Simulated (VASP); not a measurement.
A run of VASP 6.6.1 is set up as follows.

The input INCAR:

```
PREC = Accurate ; ENCUT = 520
EDIFF = 1E-6 ; ISMEAR = 0
SIGMA = 0.1 ; LREAL = F
LASPH = T ; NELM = 80
ALGO = Normal ; ISIF = 2
LWAVE = F ; LCHARG = F
GGA = PE ; NBANDS = 28
```

File KPOINTS:

```
Automatic mesh
0
Gamma
  4 4 4
```

The input POSCAR:

```
LiSe6
1.0
    6.7378782996      0.0000000000      0.0000000000
    0.0000000000      6.7378782996      0.0000000000
    0.0000000000      0.0000000000      6.7378782996
Li Se
1 6
Direct
    0.0000000000      0.0000000000      0.0000000000
    0.8287217649      0.5000000000      0.5000000000
    0.1712782351      0.5000000000      0.5000000000
    0.5000000000      0.5000000000      0.8287217649
    0.5000000000      0.5000000000      0.1712782351
    0.5000000000      0.1712782351      0.5000000000
    0.5000000000      0.8287217649      0.5000000000
```

Potentials or basis: VASP PAW PBE potentials, release 64 (Li_sv, Se).

Launch:

```console
$ cat potpaw_PBE.64/Li_sv/POTCAR potpaw_PBE.64/Se/POTCAR > POTCAR
$ mpirun -np 1 vasp_std > vasp.out
```

**Question.** What does it give for the largest force?

**Answer.** 0.026 eV/Å.

**Question.** Predict the band gap on the k mesh.

**Answer.** Zero (an odd number of electrons rules out a gap without spin polarisation).

Forces on the atoms (eV/Å):
```
Li   0.000  0.000  0.000
Se  -0.026  0.000  0.000
Se   0.026  0.000  0.000
Se   0.000  0.000 -0.026
Se   0.000  0.000  0.026
Se   0.000  0.026  0.000
Se   0.000 -0.026  0.000
```
